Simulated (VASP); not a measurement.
# BAs (Pmmm) in VASP: further runs

BAs is run at these levels: BLYP+D3(BJ), PBE, BLYP+D4; tasks: single point, relaxation of cell and atoms.

All numbers are computed with VASP 6.6.1; they aren't measurements. Logs are shortened: lines on timing, memory, paths and dates and some standing lists are left out, and cuts for length are marked.

### Step 1. The cell of the first run

The structure is orthorhombic, space group Pmmm (No. 47). The conventional cell has a = 2.501 Å, b = 2.627 Å, c = 4.748 Å, α = 90.00°, β = 90.00°, γ = 90.00°. Within 3.3 Å of B (site symmetry mmm) lie 4 B at 2.50 to 2.63 Å and 4 As at 2.71 Å. Within 3.3 Å of As (site symmetry mmm) lie 4 As at 2.50 to 2.63 Å and 4 B at 2.71 Å.

### Step 2. Single point, BLYP+D3(BJ)

Contents of INCAR:

```
SYSTEM = BAs
AGGAC = 1.0 ; AGGAX = 1.0
ALDAC = 0.0 ; ALDAX = 1.0
ALGO = Normal ; EDIFF = 1E-6
ENCUT = 520 ; GGA = B5
ISIF = 2 ; ISMEAR = -1
IVDW = 12 ; LASPH = .TRUE.
LCHARG = .FALSE. ; LREAL = .FALSE.
LWAVE = .FALSE. ; NBANDS = 11
NELM = 80 ; PREC = Accurate
SIGMA = 0.05 ; VDW_A1 = 0.4298
VDW_A2 = 4.2359 ; VDW_S6 = 1.0
VDW_S8 = 2.6996
```

Contents of KPOINTS:

```
k-points
0
G
  12 8 6
  0 0 0
```

Contents of POSCAR:

```
BAs
1.0
    2.6267112640      0.0000000000      0.0000000000
    0.0000000000      2.5011270945      0.0000000000
    0.0000000000      0.0000000000      4.7482334036
B As
1 1
Direct
    0.0000000000      0.5000000000      0.0000000000
    0.5000000000      0.5000000000      0.5000000000
```

Potentials or basis: VASP PAW PBE potentials, release 64 (B, As).

Launch:

```
$ cat potpaw_PBE.64/B/POTCAR potpaw_PBE.64/As/POTCAR > POTCAR
$ mpirun -np 1 vasp_std > vasp.out
```

OUTCAR:

```text
SYSTEM = BAs
   EDIFF = 1E-6
   ENCUT = 520
   GGA = B5
   ISIF = 2
   ISMEAR = -1
   IVDW = 12
   LASPH = .TRUE.
   LREAL = .FALSE.
   NELM = 80
   PREC = Accurate
 IVDW          = 12

 ion  position               nearest neighbor table
   1  0.000  0.500  0.000-
   2  0.500  0.500  0.500-

  LATTYP: Found a simple orthorhombic cell.
 ALAT       =     2.5011270945
 B/A-ratio  =     1.0502110308
 C/A-ratio  =     1.8984374741

  Lattice vectors:

 A1 = (   0.0000000000,  -2.5011270945,   0.0000000000)
 A2 = (   2.6267112640,   0.0000000000,   0.0000000000)
 A3 = (   0.0000000000,   0.0000000000,   4.7482334036)

Analysis of symmetry for initial positions (statically):
=====================================================================
 Subroutine PRICEL returns:
 Original cell was already a primitive cell.

 Routine SETGRP: Setting up the symmetry group for a
 simple orthorhombic supercell.

 Subroutine GETGRP returns: Found  8 space group operations
 (whereof  8 operations were pure point group operations)
 out of a pool of  8 trial point group operations.

The static configuration has the point symmetry D_2h.

Analysis of symmetry for dynamics (positions and initial velocities):
=====================================================================
 Subroutine PRICEL returns:
 Original cell was already a primitive cell.

 Routine SETGRP: Setting up the symmetry group for a
 simple orthorhombic supercell.

 Subroutine GETGRP returns: Found  8 space group operations
 (whereof  8 operations were pure point group operations)
 out of a pool of  8 trial point group operations.

The dynamic configuration has the point symmetry D_2h.

 Subroutine INISYM returns: Found  8 space group operations
 (whereof  8 operations are pure point group operations),
 and found     1 'primitive' translations

----------------------------------------------------------------------------------------

                                     Primitive cell

  volume of cell :      31.1947

  direct lattice vectors                    reciprocal lattice vectors
     2.626711264  0.000000000  0.000000000     0.380704196  0.000000000  0.000000000
     0.000000000  2.501127095  0.000000000     0.000000000  0.399819746  0.000000000
     0.000000000  0.000000000  4.748233404     0.000000000  0.000000000  0.210604643

  length of vectors
     2.626711264  2.501127095  4.748233404     0.380704196  0.399819746  0.210604643

  position of ions in fractional coordinates (direct lattice)
     0.000000000  0.500000000  0.000000000
     0.500000000  0.500000000  0.500000000

  ion indices of the primitive-cell ions
   primitive index   ion index
                 1           1
                 2           2

----------------------------------------------------------------------------------------

 KPOINTS: k-points

Automatic generation of k-mesh.
 Grid dimensions read from file:
 generate k-points for:   12    8    6

 Generating k-lattice:

  Cartesian coordinates                     Fractional coordinates (reciprocal lattice)
     0.031725350  0.000000000  0.000000000     0.083333333  0.000000000  0.000000000
     0.000000000  0.049977468  0.000000000     0.000000000  0.125000000  0.000000000
     0.000000000  0.000000000  0.035100774     0.000000000  0.000000000  0.166666667

  Length of vectors
     0.031725350  0.049977468  0.035100774

  Shift w.r.t. Gamma in fractional coordinates (k-lattice)
     0.000000000  0.000000000  0.000000000

 Subroutine IBZKPT returns following result:
 ===========================================

 Found    140 irreducible k-points:

 Following reciprocal coordinates:
            Coordinates               Weight
  0.000000  0.000000  0.000000      1.000000
  0.083333  0.000000  0.000000      2.000000
  0.166667  0.000000  0.000000      2.000000
  0.250000  0.000000  0.000000      2.000000
  0.333333  0.000000  0.000000      2.000000
  0.416667  0.000000  0.000000      2.000000
[... 16 lines left out ...]
  0.083333  0.375000  0.000000      4.000000
[... 49 lines left out ...]
      8      13.7095      0.00000
      9      14.9815      0.00000
     10      17.5266      0.00000
     11      21.4228      0.00000

 k-point     2 :       0.0833    0.0000    0.0000
  band No.  band energies     occupation
      1      -9.4789      2.00000
      2      -1.5425      2.00000
      3      -0.3366      2.00000
      4       8.1283      0.00000
      5      11.3125      0.00000
      6      11.3470      0.00000
      7      11.3571      0.00000
      8      13.7861      0.00000
      9      16.4470      0.00000
     10      17.9310      0.00000
     11      20.8057      0.00000

 k-point     3 :       0.1667    0.0000    0.0000
  band No.  band energies     occupation
      1      -9.0611      2.00000
      2      -1.2181      2.00000
      3       0.0979      2.00000
      4       5.6761      0.01664
      5       9.7474      0.00000
      6      10.7105      0.00000
      7      11.6261      0.00000
      8      14.0056      0.00000
      9      17.7345      0.00000
     10      19.0442      0.00000
     11      19.7451      0.00000

 k-point     4 :       0.2500    0.0000    0.0000
  band No.  band energies     occupation
      1      -8.3769      2.00000
      2      -0.7337      2.00000
      3       0.8146      2.00000
      4       3.2377      2.00000
      5       7.9302      0.00000
      6       9.5514      0.00000
      7      12.0395      0.00000
      8      14.3349      0.00000
      9      18.1694      0.00000
     10      18.5274      0.00000
     11      21.2010      0.00000
[... 239 lines left out ...]
 k-point    22 :       0.0000    0.3750    0.0000
  band No.  band energies     occupation
      1      -6.5936      2.00000
      2       0.4211      2.00000
      3       0.9808      2.00000
      4       1.9569      2.00000
      5       5.7567      0.00335
      6      11.1985      0.00000
      7      11.5212      0.00000
      8      13.2582      0.00000
      9      14.0646      0.00000
     10      18.4469      0.00000
     11      22.5094      0.00000

 k-point    23 :       0.0833    0.3750    0.0000
  band No.  band energies     occupation
      1      -6.4536      2.00000
      2       0.5482      2.00000
      3       1.0875      2.00000
      4       2.1005      2.00000
      5       5.8315      0.00075
      6      10.2930      0.00000
      7      11.6351      0.00000
      8      13.1366      0.00000
      9      13.1377      0.00000
     10      19.4788      0.00000
     11      20.6906      0.00000

 k-point    24 :       0.1667    0.3750    0.0000
  band No.  band energies     occupation
      1      -6.0356      2.00000
      2       0.9177      2.00000
      3       1.4033      2.00000
      4       2.5288      2.00000
      5       6.0192      0.00002
      6       8.2396      0.00000
      7      11.6202      0.00000
      8      11.8560      0.00000
      9      12.8167      0.00000
     10      17.4267      0.00000
     11      20.6879      0.00000

 [... further k-points ...]

------------------------ aborting loop because EDIFF is reached ----------------------------------------

 Edisp (eV)   -1.64928

 E8    (eV) :    -1.1450

  FORCE on cell =-STRESS in cart. coord.  units (eV):
  Direction    XX          YY          ZZ          XY          YZ          ZX
  --------------------------------------------------------------------------------------
  -------------------------------------------------------------------------------------
  Total       0.08163     0.10150     0.02193     0.00000     0.00000     0.00000
  in kB       4.19239     5.21311     1.12646     0.00000     0.00000     0.00000
  external pressure =        3.51 kB  Pullay stress =        0.00 kB

 VOLUME and BASIS-vectors are now :
 -----------------------------------------------------------------------------
  energy-cutoff  :      520.00
  volume of cell :       31.19
      direct lattice vectors                 reciprocal lattice vectors
     2.626711264  0.000000000  0.000000000     0.380704196  0.000000000  0.000000000
     0.000000000  2.501127095  0.000000000     0.000000000  0.399819746  0.000000000
     0.000000000  0.000000000  4.748233404     0.000000000  0.000000000  0.210604643

 POSITION                                       TOTAL-FORCE (eV/Angst)
 -----------------------------------------------------------------------------------
      0.00000      1.25056      0.00000         0.000000      0.000000      0.000000
      1.31336      1.25056      2.37412         0.000000      0.000000      0.000000
 -----------------------------------------------------------------------------------
    total drift:                                0.000000     -0.000000      0.000000

  FREE ENERGIE OF THE ION-ELECTRON SYSTEM (eV)
  ---------------------------------------------------
  free  energy   TOTEN  =        -8.3269055454 eV

  energy  without entropy=       -8.3198290039  energy(sigma->0) =       -8.32336727
```

Wall time 25 s (1 thread of Intel Xeon Platinum 8488C (Sapphire Rapids), shared host); peak memory 0.18 GiB.

What came out:

```yaml
Free_energy: -8.3269 eV
Pressure: 0.4 GPa
Band_gap_on_the_k_mesh: zero (band 4 reaches 9.58 eV, above the bottom of band 5 at 3.74 eV)
Dispersion_energy_per_atom: -0.825 eV
```

Stress tensor (GPa, compression positive):
```
0.42 0.00 0.00
0.00 0.52 0.00
0.00 0.00 0.11
```

Levels at points of the mesh, in eV from the Fermi level:
```tsv
k point	band 2	band 3	band 4	band 5	band 6	band 7
(0.00, 0.00, 0.00)	-7.09	-5.92	4.00	5.81	6.04	6.81
(0.50, 0.00, 0.00)	-7.81	-2.94	-2.01	-1.34	-0.40	7.58
(0.00, 0.50, 0.00)	-7.03	-2.96	-2.77	-1.69	4.80	6.13
(0.50, 0.50, 0.00)	-4.29	-4.05	-0.83	0.78	0.86	2.03
(0.00, 0.00, 0.50)	-9.54	0.15	0.44	5.11	5.22	6.54
(0.50, 0.00, 0.50)	-7.13	-5.22	-4.62	3.00	3.18	7.61
(0.00, 0.50, 0.50)	-6.70	-5.72	-2.92	3.04	3.70	6.65
(0.50, 0.50, 0.50)	-3.98	-3.89	-1.68	-1.24	-0.54	3.67
```

Caveat: the PAW data sets were made with another functional, which shifts forces and pressure a little; pairwise dispersion overbinds metals, which lowers pressure and volume.

### Step 3. Single point, PBE

This run uses another cell than the first one, of 16.72 Å³/atom, 1.072 times its volume.

Contents of INCAR:

```
SYSTEM = BAs
ALGO = Normal ; EDIFF = 1E-6
ENCUT = 520 ; GGA = PE
ISIF = 2 ; ISMEAR = 0
LASPH = .TRUE. ; LCHARG = .TRUE.
LELF = .TRUE. ; LREAL = .FALSE.
LVHAR = .TRUE. ; LWAVE = .FALSE.
NBANDS = 11 ; NELM = 80
PREC = Accurate ; SIGMA = 0.028999999999999998
```

KPOINTS is that of step 2.

Contents of POSCAR:

```
BAs
1.0
    2.1275493300      0.0000000000      0.0000000000
    0.0000000000      3.1740629400      0.0000000000
    0.0000000000      0.0000000000      4.9509801800
B As
1 1
Direct
    0.0000000000      0.5000000000      0.0000000000
    0.5000000000      0.5000000000      0.5000000000
```

Potentials or basis: VASP PAW PBE potentials, release 64 (B, As).

Launch:

```
$ cat potpaw_PBE.64/B/POTCAR potpaw_PBE.64/As/POTCAR > POTCAR
$ mpirun -np 1 vasp_std > vasp.out
```

It took 22 s on 1 thread of Intel Xeon Platinum 8488C (Sapphire Rapids), shared host; peak memory 0.18 GiB.

Results (log left out):

```yaml
Free_energy: -7.0472 eV
Pressure: 6.0 GPa
Band_gap_on_the_k_mesh: zero (band 4 reaches 6.21 eV, above the bottom of band 5 at 2.17 eV)
```

Stress tensor (GPa, compression positive):
```
30.59  0.00  0.00
 0.00 -6.13  0.00
 0.00  0.00 -6.38
```

Levels at points of the mesh, in eV from the Fermi level:
```
           k point  band 2  band 3  band 4  band 5  band 6  band 7
(0.00, 0.00, 0.00)   -7.75   -6.56   -0.85    2.65    5.20    5.48
(0.50, 0.00, 0.00)   -7.02   -2.16   -0.59    1.37    1.45    5.56
(0.00, 0.50, 0.00)   -6.51   -6.46   -5.56   -1.53    3.68    5.99
(0.50, 0.50, 0.00)   -5.68   -1.38    0.50    0.72    2.01    2.14
(0.00, 0.00, 0.50)   -9.90   -0.95   -0.47   -0.43    1.70    5.67
(0.50, 0.00, 0.50)   -6.55   -3.92   -1.93    4.00    4.37    5.65
(0.00, 0.50, 0.50)   -8.63   -6.11   -2.99    0.06    0.34    7.86
(0.50, 0.50, 0.50)   -5.06   -3.20   -0.57    0.63    2.49    4.47
```

Caveat: this functional lacks dispersion, which binds the layers, so the pressure and a relaxed spacing across them are unreliable.

### Step 4. Single point, PBE

This run uses another cell than the first one, of 16.72 Å³/atom, 1.072 times its volume.

Contents of INCAR:

```
PREC = Accurate
ENCUT = 520
EDIFF = 1E-7
ISMEAR = 0
SIGMA = 0.03
LREAL = False
LASPH = True
NELM = 80
ALGO = Normal
ISIF = 2
LWAVE = False
LCHARG = False
GGA = PE
NBANDS = 11
```

Contents of KPOINTS:

```
regular mesh
0
Gamma
  12 8 6
```

POSCAR is that of step 3.

Launch:

```
$ cat potpaw_PBE.64/B/POTCAR potpaw_PBE.64/As/POTCAR > POTCAR
$ mpirun -np 1 vasp_std > vasp.out
```

Run time: 19 s. Hardware: 1 thread of Intel Xeon Platinum 8488C (Sapphire Rapids), shared host; peak memory 0.18 GiB.

It converged, with:

- Free energy: -7.0472 eV
- Pressure: 6.0 GPa
- Band gap on the k mesh: zero (band 4 reaches 6.21 eV, above the bottom of band 5 at 2.17 eV)

Stress tensor (GPa, compression positive):
```
30.60  0.00  0.00
 0.00 -6.11  0.00
 0.00  0.00 -6.40
```

Levels at points of the mesh, in eV from the Fermi level:
```csv
k point,band 2,band 3,band 4,band 5,band 6,band 7
"(0.00, 0.00, 0.00)",-7.75,-6.56,-0.85,2.65,5.20,5.48
"(0.50, 0.00, 0.00)",-7.02,-2.16,-0.59,1.37,1.45,5.56
"(0.00, 0.50, 0.00)",-6.51,-6.46,-5.56,-1.53,3.68,5.99
"(0.50, 0.50, 0.00)",-5.68,-1.38,0.50,0.72,2.01,2.14
"(0.00, 0.00, 0.50)",-9.90,-0.95,-0.47,-0.43,1.70,5.67
"(0.50, 0.00, 0.50)",-6.55,-3.92,-1.93,4.00,4.37,5.65
"(0.00, 0.50, 0.50)",-8.63,-6.11,-2.99,0.06,0.34,7.86
"(0.50, 0.50, 0.50)",-5.06,-3.20,-0.57,0.63,2.49,4.47
```

Caveat: this functional lacks dispersion, which binds the layers, so the pressure and a relaxed spacing across them are unreliable.

### Step 5. Relaxation of cell and atoms, BLYP+D4

This run uses another cell than the first one, of 16.72 Å³/atom, 1.072 times its volume.

Contents of INCAR:

```
SYSTEM = BAs
AGGAC = 1.0
AGGAX = 1.0
ALDAC = 0.0
ALDAX = 1.0
ALGO = Normal
EDIFF = 1E-6
EDIFFG = -0.01
ENCUT = 600
GGA = B5
IBRION = 2
ISIF = 3
ISMEAR = -1
IVDW = 13
LASPH = .TRUE.
LCHARG = .FALSE.
LREAL = .FALSE.
LWAVE = .FALSE.
NELM = 100
NSW = 60
PREC = Accurate
SIGMA = 0.05
VDW_A1 = 0.44488865
VDW_A2 = 4.0933009
VDW_S6 = 1.0
VDW_S8 = 2.34076671
```

Contents of KPOINTS:

```
k-points
0
G
  12 8 6
  0 0 0
```

POSCAR is that of step 4.

Launch:

```
$ cat potpaw_PBE.64/B/POTCAR potpaw_PBE.64/As/POTCAR > POTCAR
$ mpirun -np 1 vasp_std > vasp.out
```

Run time: 12 min. Hardware: 1 thread of Intel Xeon Platinum 8488C (Sapphire Rapids), shared host; peak memory 0.21 GiB.

Results (log left out):

```yaml
Free_energy: -9.2458 eV
Relaxed_volume: 12.96 Å³/atom
Relaxed_cell: a = 3.149 Å, b = 2.608 Å, c = 3.157 Å, α = 90.00°, β = 90.00°, γ = 90.00°
Space_group_after_relaxing_to_0.05_Å: P4/mmm (No. 123)
Energy_gained_by_relaxing: 1124.3 meV/atom
Ionic_steps: 40
Pressure_after_relaxing: 0.0 GPa
Band_gap_on_the_k_mesh: zero (band 4 reaches 9.42 eV, above the bottom of band 5 at 3.99 eV)
Dispersion_energy_per_atom: -0.784 eV
```

Stress tensor (GPa, compression positive):
```
0.00 0.00 0.00
0.00 0.00 0.00
0.00 0.00 0.09
```

Step by step:
| step | energy change (eV) | largest force (eV/Å) | pressure (GPa) | volume (Å³) |
| --- | --- | --- | --- | --- |
| 1 | 0.0000 | 0.0000 | 5.81 | 33.43 |
| 2 | -0.7276 | 0.0000 | -9.16 | 36.06 |
| 3 | -0.7376 | 0.0000 | -9.75 | 36.22 |
| 4 | -0.7594 | 0.0000 | -10.86 | 36.52 |
| 5 | -0.8052 | 0.0000 | -12.65 | 37.09 |
| 6 | -1.3317 | 0.0000 | -11.67 | 31.61 |
| 7 | -0.0241 | 0.0000 | 54.98 | 21.58 |
| 8 | -1.4883 | 0.0000 | -5.94 | 29.90 |
| 9 | -1.4268 | 0.0000 | 8.41 | 27.91 |
| 10 | -1.4945 | 0.0000 | 10.91 | 28.82 |
| 11 | -1.5081 | 0.0000 | 1.55 | 29.36 |
| 12 | -1.5080 | 0.0000 | 4.35 | 29.21 |
| 13 | -1.4966 | 0.0000 | -6.37 | 29.71 |
| 14 | -1.5153 | 0.0000 | -0.33 | 29.38 |
| 15 | -1.5361 | 0.0000 | 4.48 | 29.54 |
| 16 | -1.6356 | 0.0000 | 4.99 | 29.82 |
| 17 | -1.6098 | 0.0000 | 1.00 | 29.40 |
| 18 | -1.6995 | 0.0000 | -0.46 | 29.78 |
| 19 | -1.7633 | 0.0000 | -9.91 | 29.76 |
| 20 | -1.6762 | 0.0000 | -10.72 | 29.26 |
| 21 | -1.7849 | 0.0000 | -11.63 | 29.70 |
| 22 | -1.7924 | 0.0000 | -12.06 | 29.64 |
| 23 | -1.7993 | 0.0000 | -12.09 | 29.58 |
| 24 | -1.8079 | 0.0000 | -11.96 | 29.45 |
| 25 | -1.8012 | 0.0000 | -11.22 | 29.17 |
| 26 | -1.8092 | 0.0000 | -11.82 | 29.38 |
| 27 | -1.8231 | 0.0000 | -11.64 | 29.28 |
| 28 | -1.8635 | 0.0000 | -11.03 | 28.97 |
| 29 | -1.9386 | 0.0000 | -9.65 | 28.36 |
| 30 | -2.0698 | 0.0000 | -6.20 | 27.14 |
| 31 | -2.1945 | 0.0000 | 6.93 | 24.78 |
| 32 | -2.1959 | 0.0000 | 5.00 | 25.07 |
| 33 | -2.2207 | 0.0000 | 4.02 | 25.21 |
| 34 | -2.2452 | 0.0000 | 2.52 | 25.49 |
| 35 | -2.2456 | 0.0000 | 2.35 | 25.53 |
| 36 | -2.2480 | 0.0000 | 0.97 | 25.74 |
| 37 | -2.2484 | 0.0000 | 0.07 | 25.88 |
| 38 | -2.2484 | 0.0000 | 0.10 | 25.88 |
| 39 | -2.2485 | 0.0000 | 0.09 | 25.89 |
| 40 | -2.2486 | 0.0000 | 0.03 | 25.93 |

Final structure:
```xyz
2
Lattice="3.1492 0.0000 0.0000 0.0000 2.6075 0.0000 0.0000 0.0000 3.1573" Properties=species:S:1:pos:R:3 pbc="T T T"
B     0.0000    1.3038    0.0000
As    1.5746    1.3038    1.5787
```

Levels at points of the mesh, in eV from the Fermi level:
| k point | band 2 | band 3 | band 4 | band 5 | band 6 | band 7 |
| --- | --- | --- | --- | --- | --- | --- |
| (0.00, 0.00, 0.00) | -3.08 | -3.02 | -1.61 | 3.06 | 4.90 | 8.96 |
| (0.50, 0.00, 0.00) | -10.26 | 0.68 | 0.70 | 2.50 | 4.39 | 5.53 |
| (0.00, 0.50, 0.00) | -7.72 | -1.10 | -1.05 | 1.86 | 2.72 | 8.11 |
| (0.50, 0.50, 0.00) | -7.31 | -5.37 | -2.89 | 2.21 | 3.18 | 5.59 |
| (0.00, 0.00, 0.50) | -10.27 | 0.73 | 0.74 | 2.54 | 4.45 | 5.52 |
| (0.50, 0.00, 0.50) | -7.49 | -7.48 | -6.46 | 6.17 | 7.71 | 11.48 |
| (0.00, 0.50, 0.50) | -7.32 | -5.38 | -2.90 | 2.24 | 3.23 | 5.63 |
| (0.50, 0.50, 0.50) | -5.15 | -5.15 | -4.12 | -3.24 | -1.28 | 3.99 |

Caveat: the volume moved by over 15 % at a fixed basis, so the end points are rough; the PAW data sets were made with another functional, which shifts forces and pressure a little.

### Step 6. Summary

| task | level | cell | cutoff (eV) | smearing | gap on the mesh (eV) | pressure (GPa) |
| --- | --- | --- | --- | --- | --- | --- |
| single point | BLYP+D3(BJ) | a = 2.627, b = 2.501, c = 4.748 Å, 2 atoms | 520 | fermi-dirac 0.05 eV | none | 0.4 |
| single point | PBE | a = 2.128, b = 3.174, c = 4.951 Å, 2 atoms | 520 | gaussian 0.029 eV | none | 6.0 |
| single point | PBE | a = 2.128, b = 3.174, c = 4.951 Å, 2 atoms | 520 | gaussian 0.03 eV | none | 6.0 |
| relaxation of cell and atoms | BLYP+D4 | relaxed from a = 2.128, b = 3.174, c = 4.951 Å, 2 atoms | 600 | fermi-dirac 0.05 eV | none | 0.0 |

Alike in all rows: potentials or basis VASP PAW PBE potentials, release 64 (B, As); no spin polarisation; k mesh 12 × 8 × 6.

Caveats: the PAW data sets were made with another functional, which shifts forces and pressure a little (some runs); this functional lacks dispersion, which binds the layers, so the pressure and a relaxed spacing across them are unreliable (some runs); pairwise dispersion overbinds metals, which lowers pressure and volume (some runs); the volume moved by over 15 % at a fixed basis, so the end points are rough (some runs).

Total energies depend on the potentials used, so only differences within one code and one set of settings carry meaning.
